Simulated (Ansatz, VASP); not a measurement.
NaMo6: VASP beside Ansatz

```xyz
7
Lattice="5.9848 0.0000 0.0000 0.0000 5.9848 0.0000 0.0000 0.0000 5.9848" Properties=species:S:1:pos:R:3 pbc="T T T"
Na    0.0000    0.0000    0.0000
Mo    1.0973    2.9924    2.9924
Mo    2.9924    4.8875    2.9924
Mo    2.9924    1.0973    2.9924
Mo    4.8875    2.9924    2.9924
Mo    2.9924    2.9924    1.0973
Mo    2.9924    2.9924    4.8875
```

Change from the starting cell: species swapped into the DyB6 type (Pm-3m, No. 221).

Alike in both runs: task relaxation of cell and atoms; functional PBE; k mesh 6 × 6 × 6; occupations gaussian, width 0.1 eV; no spin polarisation.

```csv
,VASP,Ansatz
version,VASP 6.6.1,Ansatz 0.2.0
potentials or method,"VASP PAW PBE potentials, release 64 (Na_pv, Mo_sv), cutoff 600 eV","scalar-relativistic, plane waves, PAW"
valence electrons in the cell,91,93
```

|  | VASP | Ansatz | Ansatz less VASP |
| --- | --- | --- | --- |
| gap on the k mesh at the Fermi level, each at its own relaxed structure (eV) | none | none | - |
| relaxed volume (Å³/atom) | 32.34 | 32.24 | -0.105 |
| relaxed cell length with the largest relative difference (Å) | 6.095 | 6.088 | -0.0066 |

A gap of «none» marks a metal or a gap that the smearing closes. VASP's potentials hold 91 valence electrons a cell and Ansatz's 93, so a difference there can come from the potentials and not from the codes.
